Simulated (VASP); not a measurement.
# O2 in VASP: single point with PBE

Aim: the single point of O2 with PBE.

Everything below comes from runs of VASP 6.6.1. Logs are shortened: lines on timing, memory, paths and dates and some standing lists are left out, and cuts for length are marked.

**1. The cell of the first run**

The cell holds a molecule in a box, 2 atoms: a = 13.000 Å, b = 13.300 Å, c = 13.600 Å, α = 90.00°, β = 90.00°, γ = 90.00°.

**2. Single point, PBE, collinear spin, ferromagnetic start**

Input file INCAR:

```
SYSTEM = O
  PREC = Accurate
  ENCUT = 1000
  EDIFF = 1E-6
  ISMEAR = 0
  SIGMA = 0.01
  LREAL = .False.
  LASPH = .True.
  NELM = 200
  ALGO = Normal
  ISIF = 2
  LWAVE = .False.
  LCHARG = .True.
  ISPIN = 2
  MAGMOM = 1 1
  LORBIT = 11
  GGA = PE
  LELF = .True.
  LVHAR = .True.
  NBANDS = 17
  GGA_COMPAT = .False.
  NELMDL = -8
```

Input file KPOINTS:

```
Automatic mesh
0
Gamma
  1 1 1
  0 0 0
```

Input file POSCAR:

```
O
1.0
   13.0000000000      0.0000000000      0.0000000000
    0.0000000000     13.3000000000      0.0000000000
    0.0000000000      0.0000000000     13.6000000000
O
2
Direct
    0.4531478100      0.5000000000      0.5000000000
    0.5468521900      0.5000000000      0.5000000000
```

Potentials or basis: VASP PAW PBE potentials, release 64 (O_h).

Launch:

```sh
$ cat potpaw_PBE.64/O_h/POTCAR > POTCAR
$ mpirun -np 1 vasp_gam > vasp.out
```

OUTCAR:

```text
SYSTEM = O
   PREC = Accurate
   ENCUT = 1000
   EDIFF = 1E-6
   ISMEAR = 0
   LREAL = .False.
   LASPH = .True.
   NELM = 200
   ISIF = 2
   ISPIN = 2
   LORBIT = 11
   GGA = PE
   NELMDL = -8

 ion  position               nearest neighbor table
   1  0.453  0.500  0.500-   2 1.22
   2  0.547  0.500  0.500-   1 1.22

  LATTYP: Found a simple orthorhombic cell.
 ALAT       =    13.0000000000
 B/A-ratio  =     1.0230769231
 C/A-ratio  =     1.0461538462

  Lattice vectors:

 A1 = (  13.0000000000,   0.0000000000,   0.0000000000)
 A2 = (   0.0000000000,  13.3000000000,   0.0000000000)
 A3 = (   0.0000000000,   0.0000000000,  13.6000000000)

Analysis of symmetry for initial positions (statically):
=====================================================================
 Subroutine PRICEL returns:
 Original cell was already a primitive cell.

 Routine SETGRP: Setting up the symmetry group for a
 simple orthorhombic supercell.

 Subroutine GETGRP returns: Found  8 space group operations
 (whereof  8 operations were pure point group operations)
 out of a pool of  8 trial point group operations.

The static configuration has the point symmetry D_2h.

Analysis of symmetry for dynamics (positions and initial velocities):
=====================================================================
 Subroutine PRICEL returns:
 Original cell was already a primitive cell.

 Routine SETGRP: Setting up the symmetry group for a
 simple orthorhombic supercell.

 Subroutine GETGRP returns: Found  8 space group operations
 (whereof  8 operations were pure point group operations)
 out of a pool of  8 trial point group operations.

The dynamic configuration has the point symmetry D_2h.

Analysis of structural, dynamic, and magnetic symmetry:
=====================================================================
 Subroutine PRICEL returns:
 Original cell was already a primitive cell.

 Routine SETGRP: Setting up the symmetry group for a
 simple orthorhombic supercell.

 Subroutine GETGRP returns: Found  8 space group operations
 (whereof  8 operations were pure point group operations)
 out of a pool of  8 trial point group operations.

The overall configuration has the point symmetry D_2h.

 Subroutine INISYM returns: Found  8 space group operations
 (whereof  8 operations are pure point group operations),
 and found     1 'primitive' translations

----------------------------------------------------------------------------------------

                                     Primitive cell

  volume of cell :    2351.4400

  direct lattice vectors                    reciprocal lattice vectors
    13.000000000  0.000000000  0.000000000     0.076923077  0.000000000  0.000000000
     0.000000000 13.300000000  0.000000000     0.000000000  0.075187970  0.000000000
     0.000000000  0.000000000 13.600000000     0.000000000  0.000000000  0.073529412

  length of vectors
    13.000000000 13.300000000 13.600000000     0.076923077  0.075187970  0.073529412

  position of ions in fractional coordinates (direct lattice)
     0.453147810  0.500000000  0.500000000
     0.546852190  0.500000000  0.500000000

  ion indices of the primitive-cell ions
   primitive index   ion index
                 1           1
                 2           2

----------------------------------------------------------------------------------------

 KPOINTS: Automatic mesh

Automatic generation of k-mesh.
 Grid dimensions read from file:
 generate k-points for:    1    1    1

 Generating k-lattice:

  Cartesian coordinates                     Fractional coordinates (reciprocal lattice)
     0.076923077  0.000000000  0.000000000     1.000000000  0.000000000  0.000000000
     0.000000000  0.075187970  0.000000000     0.000000000  1.000000000  0.000000000
     0.000000000  0.000000000  0.073529412     0.000000000  0.000000000  1.000000000

  Length of vectors
     0.076923077  0.075187970  0.073529412

  Shift w.r.t. Gamma in fractional coordinates (k-lattice)
     0.000000000  0.000000000  0.000000000

 Subroutine IBZKPT returns following result:
 ===========================================

 Found      1 irreducible k-points:

 Following reciprocal coordinates:
            Coordinates               Weight
  0.000000  0.000000  0.000000      1.000000
   k-points           NKPTS =      1   k-points in BZ     NKDIM =      1   number of bands    NBANDS=     17
   number of dos      NEDOS =    301   number of ions     NIONS =      2
   total plane-waves  NPLWV = ******
   dimension x,y,z NGX =   140 NGY =  140 NGZ =  140
   dimension x,y,z NGXF=   280 NGYF=  280 NGZF=  280
   ions per type =               2
   NGX,Y,Z   is equivalent  to a cutoff of  17.90, 17.50, 17.11 a.u.
   NGXF,Y,Z  is equivalent  to a cutoff of  35.81, 35.00, 34.23 a.u.
 SYSTEM =  O
   PREC   = accura    normal or accurate (medium, high low for compatibility)
   ISTART =      0    job   : 0-new  1-cont  2-samecut
   ICHARG =      2    charge: 1-file 2-atom 10-const
   ISPIN  =      2    spin polarized calculation?
   LNONCOLLINEAR =      F non collinear calculations
   LSORBIT =      F    spin-orbit coupling
   LASPH  =      T    aspherical Exc in radial PAW
   ENCUT  = 1000.0 eV  73.50 Ry    8.57 a.u.  33.52 34.29 35.07*2*pi/ulx,y,z
   NELM   =    200;   NELMIN=  2; NELMDL= -8     # of ELM steps
   EDIFF  = 0.1E-05   stopping-criterion for ELM
   LREAL  =      F    real-space projection
   EDIFFG = 0.1E-04   stopping-criterion for IOM
   NSW    =      0    number of steps for IOM
   IBRION =     -1    ionic relax: 0-MD 1-quasi-New 2-CG
   NFREE  =      0    steps in history (QN), initial steepest desc. (CG)
   ISIF   =      2    stress and relaxation
   ISYM   =      2    0-nonsym 1-usesym 2-fastsym
   POTIM  = 0.5000    time-step for ionic-motion
   TEBEG  =    0.0;   TEEND  =   0.0 temperature during run
   PSTRESS=    0.0 pullay stress
   NELECT =      12.0000    total number of electrons
   NUPDOWN=      -1.0000    fix difference up-down
   EMIN   =  10.00;   EMAX   =-10.00  energy-range for DOS
   EFERMI =   0.00;   METHOD = LEGACY
   ISMEAR =     0;   SIGMA  =   0.01  broadening in eV -4-tet -1-fermi 0-gaus
   EFERMI_NEDOS =   21; number of points for ismear=-14 and -15
   IALGO  =     38    algorithm
   IMIX   =      4    mixing-type and parameters
     AMIX     =   0.40;   BMIX     =  1.00
     AMIX_MAG =   1.60;   BMIX_MAG =  1.00
  volume/ion in A,a.u.               =    1175.72      7934.15
  Fermi-wavevector in a.u.,A,eV,Ry     =   0.281854  0.532627  1.080868  0.079442
  Thomas-Fermi vector in A             =   1.132051
   LORBIT       =     11    0 simple, 1 ext, 2 COOP (PROOUT), +10 PAW based schemes
   GGA     = PE    functional components
   LHFCALC =     F    Hartree Fock is set to
   AEXX    =    0.0000 exact exchange contribution
   IVDW    =     0    specifies the selected vdW correction
   LEPSILON=     F    determine dielectric tensor
   LRPA    =     F    only Hartree local field effects (RPA)
 spin polarized calculation
 Gauss-broadening in eV      SIGMA  =   0.01
  energy-cutoff  :     1000.00
  volume of cell :     2351.44
 maximum number of plane-waves:     84389
 NGX is ok and might be reduce to   140
   NGX = 67   NGY = 69   NGZ = 71

 number of electron      11.9999996 magnetization       1.9999996

 Free energy of the ion-electron system (eV)
  ---------------------------------------------------
  ext. energy  EPLUGINS =         0.00000000
  ---------------------------------------------------
  free energy    TOTEN  =       -10.04952197 eV

  energy without entropy =      -10.04952197  energy(sigma->0) =      -10.04952197

 E-fermi :  -6.7822     XC(G=0):  -0.2551

 val. band max:       -6.8307834248   @ k =   0.0000   0.0000   0.0000
 cond. band min:      -4.5138369995   @ k =   0.0000   0.0000   0.0000
 fundamental gap:      2.3169464252
 Fermi energy:        -6.7822010609

 spin component 1

 k-point     1 :       0.0000    0.0000    0.0000
  band No.  band energies     occupation
      1     -32.6761      1.00000
      2     -20.5558      1.00000
      3     -13.4533      1.00000
      4     -13.3886      1.00000
      5     -13.3886      1.00000
      6      -6.8308      1.00000
      7      -6.8308      1.00000
      8      -0.2299      0.00000
      9       0.4727      0.00000
     10       0.5440      0.00000
     11       0.6446      0.00000
     12       0.6724      0.00000
     13       0.8451      0.00000
     14       0.8693      0.00000
     15       1.2775      0.00000
     16       1.3939      0.00000
     17       1.4037      0.00000
 Fermi energy:        -6.7822010609

 spin component 2

 k-point     1 :       0.0000    0.0000    0.0000
  band No.  band energies     occupation
      1     -31.4889      1.00000
      2     -18.7588      1.00000
      3     -12.5604      1.00000
      4     -11.5216      1.00000
      5     -11.5216      1.00000
      6      -4.5138      0.00000
      7      -4.5138      0.00000
      8      -0.1384      0.00000
      9       0.5475      0.00000
     10       0.7038      0.00000
     11       0.7099      0.00000
     12       0.7408      0.00000
     13       0.8574      0.00000
     14       0.8815      0.00000
     15       1.3734      0.00000
     16       1.4534      0.00000
     17       1.4622      0.00000

------------------------ aborting loop because EDIFF is reached ----------------------------------------

  FORCE on cell =-STRESS in cart. coord.  units (eV):
  Direction    XX          YY          ZZ          XY          YZ          ZX
  --------------------------------------------------------------------------------------
  -------------------------------------------------------------------------------------
  Total        0.0585163     -0.0075869     -0.0070123      0.0000000      0.0000000      0.0000000
  in kB        0.0398707     -0.0051694     -0.0047779      0.0000000      0.0000000      0.0000000
  external PRESSURE =       0.0099745 kB  Pullay stress =       0.0000000 kB

 VOLUME and BASIS-vectors are now :
 -----------------------------------------------------------------------------
  energy-cutoff  :     1000.00
  volume of cell :     2351.44
      direct lattice vectors                 reciprocal lattice vectors
    13.000000000  0.000000000  0.000000000     0.076923077  0.000000000  0.000000000
     0.000000000 13.300000000  0.000000000     0.000000000  0.075187970  0.000000000
     0.000000000  0.000000000 13.600000000     0.000000000  0.000000000  0.073529412

 POSITION                                       TOTAL-FORCE (eV/Angst)
 -----------------------------------------------------------------------------------
      5.89092      6.65000      6.80000        -0.055241      0.000000      0.000000
      7.10908      6.65000      6.80000         0.055241     -0.000000     -0.000000
 -----------------------------------------------------------------------------------
    total drift:                               -0.000000     -0.000000     -0.000000

  FREE ENERGIE OF THE ION-ELECTRON SYSTEM (eV)
  ---------------------------------------------------
  free  energy   TOTEN  =       -10.0495219711 eV

  energy  without entropy=      -10.0495219711  energy(sigma->0) =      -10.04952197

 total charge

# of ion       s       p       d       tot
------------------------------------------
    1        1.089   2.218   0.000   3.307
    2        1.089   2.218   0.000   3.307
--------------------------------------------------
tot          2.179   4.436   0.000   6.615

 magnetization (x)

# of ion       s       p       d       tot
------------------------------------------
    1        0.013   0.607   0.000   0.621
    2        0.013   0.607   0.000   0.621
--------------------------------------------------
tot          0.027   1.214   0.000   1.241
```

Run time: 21 min. Hardware: 1 thread of AMD EPYC 7R43 (Zen 3), shared host; peak memory 5.8 GiB.

Results:

```
Free energy                                           : -10.0495 eV
Largest force                                         : 0.055 eV/Å
Gap between the frontier levels                       : 2.32 eV
Net moment                                            : 2.00 μB per cell
Site moments                                          : O +0.62 μB
Valence electrons inside the program's atomic spheres : O 3.31
```

Forces in eV/Å, atoms in the order of the input:
```
O   -0.055  0.000  0.000
O    0.055  0.000  0.000
```
